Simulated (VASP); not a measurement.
# Ga6GeTe (R-3) in VASP: single point with PBE

Aim: the single point of Ga6GeTe with PBE.

Everything below comes from runs of VASP 6.6.1. Logs are shortened: lines on timing, memory, paths and dates and some standing lists are left out, and cuts for length are marked.

**1. The cell of the first run**

The structure is trigonal, space group R-3 (No. 148). The conventional cell has a = 6.561 Å, b = 6.561 Å, c = 13.803 Å, α = 90.00°, β = 90.00°, γ = 120.00°. Ga (site symmetry 1) has 1 Ge at 2.67 Å and 6 Ga at 2.76 to 3.30 Å and 1 Te at 2.92 Å within 3.5 Å. Ge (site symmetry -3) has 6 Ga at 2.67 Å within 3.5 Å. Within 3.8 Å of Te (site symmetry -3) lie 12 Ga at 2.92 to 3.77 Å.

**2. Single point, PBE**

Input file INCAR:

```
ALGO = Fast ; EDIFF = 1E-7
ENCUT = 520 ; GGA = PE
ISIF = 2 ; ISMEAR = 0
LASPH = True ; LCHARG = False
LREAL = False ; LWAVE = False
NBANDS = 59 ; NELM = 100
PREC = Accurate ; SIGMA = 0.2
```

Input file KPOINTS:

```
k-points
0
Gamma
  4 4 4
```

Input file POSCAR:

```
Ga6GeTe
1.0
    3.2805030735      1.8939993340      4.6009731610
   -3.2805030735      1.8939993340      4.6009731610
    0.0000000000     -3.7879986636      4.6009731628
Ga Ge Te
6 1 1
Direct
   -0.0249848652      0.7761843329      0.4917983265
    0.7761843329      0.4917983265     -0.0249848652
    0.4917983265     -0.0249848652      0.7761843329
    0.2238156671      0.5082016735      1.0249848652
    0.5082016735      1.0249848652      0.2238156671
    1.0249848652      0.2238156671      0.5082016735
    0.0000000000      0.0000000000      0.0000000000
    0.5000000000      0.5000000000      0.5000000000
```

Potentials or basis: VASP PAW PBE potentials, release 64 (Ga_d, Ge_d, Te).

On the command line:

```bash
$ cat potpaw_PBE.64/Ga_d/POTCAR potpaw_PBE.64/Ge_d/POTCAR potpaw_PBE.64/Te/POTCAR > POTCAR
$ mpirun -np 1 vasp_std > vasp.out
```

OUTCAR:

```text
EDIFF = 1E-7
   ENCUT = 520
   GGA = PE
   ISIF = 2
   ISMEAR = 0
   LASPH = True
   LREAL = False
   NELM = 100
   PREC = Accurate

 ion  position               nearest neighbor table
   1  0.975  0.776  0.492-   7 2.67   2 2.76   3 2.76   6 2.84   8 2.92
   2  0.776  0.492  0.975-   7 2.67   1 2.76   3 2.76   4 2.84   8 2.92
   3  0.492  0.975  0.776-   7 2.67   1 2.76   2 2.76   5 2.84   8 2.92
   4  0.224  0.508  0.025-   7 2.67   6 2.76   5 2.76   2 2.84   8 2.92
   5  0.508  0.025  0.224-   7 2.67   6 2.76   4 2.76   3 2.84   8 2.92
   6  0.025  0.224  0.508-   7 2.67   4 2.76   5 2.76   1 2.84   8 2.92
   7  0.000  0.000  0.000-   1 2.67   6 2.67   5 2.67   3 2.67   2 2.67   4 2.67
   8  0.500  0.500  0.500-   4 2.92   2 2.92   5 2.92   3 2.92   6 2.92   1 2.92

  LATTYP: Found a trigonal (rhomboedric) cell.
 ALAT       =     5.9596885758
 COS(alpha) =     0.3940123670

  Lattice vectors:

 A1 = (   3.2805030735,   1.8939993340,   4.6009731610)
 A2 = (  -3.2805030735,   1.8939993340,   4.6009731610)
 A3 = (   0.0000000000,  -3.7879986636,   4.6009731628)

Analysis of symmetry for initial positions (statically):
=====================================================================
 Subroutine PRICEL returns:
 Original cell was already a primitive cell.

 Routine SETGRP: Setting up the symmetry group for a
 trigonal (rhombohedral) supercell.

 Subroutine GETGRP returns: Found  6 space group operations
 (whereof  6 operations were pure point group operations)
 out of a pool of 12 trial point group operations.

The static configuration has the point symmetry S_6 .

Analysis of symmetry for dynamics (positions and initial velocities):
=====================================================================
 Subroutine PRICEL returns:
 Original cell was already a primitive cell.

 Routine SETGRP: Setting up the symmetry group for a
 trigonal (rhombohedral) supercell.

 Subroutine GETGRP returns: Found  6 space group operations
 (whereof  6 operations were pure point group operations)
 out of a pool of 12 trial point group operations.

The dynamic configuration has the point symmetry S_6 .

 Subroutine INISYM returns: Found  6 space group operations
 (whereof  6 operations are pure point group operations),
 and found     1 'primitive' translations

[... 99 lines left out ...]
   IBRION =     -1    ionic relax: 0-MD 1-quasi-New 2-CG
   NFREE  =      0    steps in history (QN), initial steepest desc. (CG)
   ISIF   =      2    stress and relaxation
   ISYM   =      2    0-nonsym 1-usesym 2-fastsym
   POTIM  = 0.5000    time-step for ionic-motion
   TEBEG  =    0.0;   TEEND  =   0.0 temperature during run
   PSTRESS=    0.0 pullay stress
   NELECT =      98.0000    total number of electrons
   NUPDOWN=      -1.0000    fix difference up-down
   EMIN   =  10.00;   EMAX   =-10.00  energy-range for DOS
   EFERMI =   0.00;   METHOD = LEGACY
   ISMEAR =     0;   SIGMA  =   0.20  broadening in eV -4-tet -1-fermi 0-gaus
   EFERMI_NEDOS =   21; number of points for ismear=-14 and -15
   IALGO  =     68    algorithm
   IMIX   =      4    mixing-type and parameters
     AMIX     =   0.40;   BMIX     =  1.00
     AMIX_MAG =   1.60;   BMIX_MAG =  1.00
  volume/ion in A,a.u.               =      21.44       144.69
  Fermi-wavevector in a.u.,A,eV,Ry     =   1.358448  2.567095 25.107944  1.845382
  Thomas-Fermi vector in A             =   2.485281
   LORBIT       =      0    0 simple, 1 ext, 2 COOP (PROOUT), +10 PAW based schemes
   GGA     = PE    functional components
   LHFCALC =     F    Hartree Fock is set to
   AEXX    =    0.0000 exact exchange contribution
   IVDW    =     0    specifies the selected vdW correction
   LEPSILON=     F    determine dielectric tensor
   LRPA    =     F    only Hartree local field effects (RPA)
 non-spin polarized calculation
 RMM-DIIS sequential band-by-band and
 Gauss-broadening in eV      SIGMA  =   0.20
  energy-cutoff  :      520.00
  volume of cell :      171.52
 maximum number of plane-waves:      4642
 NGX is ok and might be reduce to    48
   NGX = 23   NGY = 23   NGZ = 23

 number of electron      98.0000023 magnetization

 Free energy of the ion-electron system (eV)
  ---------------------------------------------------
  ext. energy  EPLUGINS =         0.00000000
  ---------------------------------------------------
  free energy    TOTEN  =       -24.63396754 eV

  energy without entropy =      -24.56996568  energy(sigma->0) =      -24.60196661

 E-fermi :   5.4132     XC(G=0): -10.4781

 val. band max:        5.4104479938   @ k =   0.5000   0.5000   0.0000
 cond. band min:       5.4850291678   @ k =   0.5000  -0.0000   0.0000
 fundamental gap:      0.0745811741
 Fermi energy:         5.4132411109

 k-point     1 :       0.0000    0.0000    0.0000
  band No.  band energies     occupation
      1     -19.0505      2.00000
      2     -19.0505      2.00000
      3     -19.0395      2.00000
      4     -19.0273      2.00000
      5     -19.0273      2.00000
      6      -9.5831      2.00000
[... 857 lines left out ...]
     58      10.1804      0.00000
     59      10.3384      0.00000

------------------------ aborting loop because EDIFF is reached ----------------------------------------

  FORCE on cell =-STRESS in cart. coord.  units (eV):
  Direction    XX          YY          ZZ          XY          YZ          ZX
  --------------------------------------------------------------------------------------
  -------------------------------------------------------------------------------------
  Total        1.0645225      1.0645225      0.4747377     -0.0000002     -0.0000000     -0.0000000
  in kB        9.9436126      9.9436126      4.4344842     -0.0000014     -0.0000000     -0.0000000
  external PRESSURE =       8.1072365 kB  Pullay stress =       0.0000000 kB

 VOLUME and BASIS-vectors are now :
 -----------------------------------------------------------------------------
  energy-cutoff  :      520.00
  volume of cell :      171.52
      direct lattice vectors                 reciprocal lattice vectors
     3.280503073  1.893999334  4.600973161     0.152415647  0.087997215  0.072448441
    -3.280503073  1.893999334  4.600973161    -0.152415647  0.087997215  0.072448441
     0.000000000 -3.787998664  4.600973163     0.000000000 -0.175994430  0.072448441

 POSITION                                       TOTAL-FORCE (eV/Angst)
 -----------------------------------------------------------------------------------
      0.65227      1.45384     10.31997        -0.019909      0.004001     -0.029328
      0.93293     -1.29180     10.31997         0.013419      0.015241     -0.029328
     -1.58519     -0.16204     10.31997         0.006489     -0.019242     -0.029328
     -0.93293      1.29180      3.48295        -0.013419     -0.015241      0.029328
      1.58519      0.16204      3.48295        -0.006489      0.019242      0.029328
     -0.65227     -1.45384      3.48295         0.019909     -0.004001      0.029328
      0.00000      0.00000      0.00000         0.000000      0.000000     -0.000000
      0.00000      0.00000      6.90146         0.000000      0.000000     -0.000000
 -----------------------------------------------------------------------------------
    total drift:                                0.000000      0.000000     -0.000000

  FREE ENERGIE OF THE ION-ELECTRON SYSTEM (eV)
  ---------------------------------------------------
  free  energy   TOTEN  =       -24.6339675413 eV

  energy  without entropy=      -24.5699656819  energy(sigma->0) =      -24.60196661
```

OSZICAR:

```text
N       E                     dE             d eps       ncg     rms          rms(c)
DAV:   1     0.945180191547E+03    0.94518E+03   -0.45077E+04  1796   0.321E+03
DAV:   2     0.159494281065E+03   -0.78569E+03   -0.76306E+03  1668   0.798E+02
DAV:   3    -0.110175273266E+02   -0.17051E+03   -0.16387E+03  1921   0.223E+02
[... 11 lines left out ...]
RMM:  15    -0.246339667632E+02   -0.46083E-06   -0.50633E-06  2764   0.109E-02    0.460E-02
RMM:  16    -0.246339669131E+02   -0.14988E-06   -0.17900E-06  2093   0.558E-03    0.495E-02
RMM:  17    -0.246339668683E+02    0.44789E-07   -0.18624E-06  2264   0.958E-03    0.548E-02
RMM:  18    -0.246339672399E+02   -0.37166E-06   -0.67238E-07  1877   0.526E-03    0.652E-02
RMM:  19    -0.246339674700E+02   -0.23006E-06   -0.21319E-07  1426   0.272E-03    0.694E-02
RMM:  20    -0.246339675413E+02   -0.71315E-07   -0.86075E-08  1256   0.207E-03
   1 F= -.24633968E+02 E0= -.24601967E+02  d E =-.640019E-01
```

stdout:

```text
POSCAR found type information on POSCAR GaGeTe
 POSCAR found :  3 types and       8 ions
 scaLAPACK will be used
 LDA part: xc-table for (Slater+PW92), standard interpolation
 POSCAR, INCAR and KPOINTS ok, starting setup
 FFT: planning ... GRIDC
 FFT: planning ... GRID_SOFT
 FFT: planning ... GRID
 WAVECAR not read
 entering main loop
 num prob RMM:  18    -0.246339672399E+02   -0.37166E-06   -0.67238E-07  1877   0.526E-03    0.652E-02
 num prob  num prob RMM:  19    -0.246339674700E+02   -0.23006E-06   -0.21319E-07  1426   0.272E-03    0.694E-02
 num prob  num prob  num prob  num prob RMM:  20    -0.246339675413E+02   -0.71315E-07   -0.86075E-08  1256   0.207E-03
```

It took 2.7 min on 1 thread of Intel Xeon 6975P-C (Granite Rapids), shared host; peak memory 0.38 GiB.

Results:

- Free energy: -24.6340 eV
- Pressure: 0.8 GPa
- Largest force: 0.036 eV/Å
- Band gap on the k mesh: zero (band 49 reaches 5.86 eV, above the bottom of band 50 at 4.03 eV)

Forces on the atoms (eV/Å):
```
Ga  -0.020  0.004 -0.029
Ga   0.013  0.015 -0.029
Ga   0.006 -0.019 -0.029
Ga  -0.013 -0.015  0.029
Ga  -0.006  0.019  0.029
Ga   0.020 -0.004  0.029
Ge   0.000  0.000  0.000
Te   0.000  0.000  0.000
```

Levels at points of the mesh, in eV from the Fermi level:
```csv
k point,band 45,band 46,band 47,band 48,band 49,band 50,band 51,band 52,band 53,band 54
"(0.00, 0.00, 0.00)",-3.65,-3.65,-2.22,-1.98,-1.38,-1.38,1.89,1.89,2.67,3.71
"(0.50, 0.00, 0.00)",-2.97,-2.58,-1.86,-0.33,0.07,0.31,0.57,1.56,2.16,2.43
"(0.50, 0.50, 0.00)",-1.98,-1.80,-1.26,-0.28,0.00,0.39,0.59,0.85,1.22,1.54
"(0.50, 0.50, 0.50)",-1.48,-1.35,-1.35,-0.94,-0.94,2.11,2.36,3.08,3.09,3.37
```

Caveat: spin-orbit coupling is left out, which moves the levels of the heavy elements.
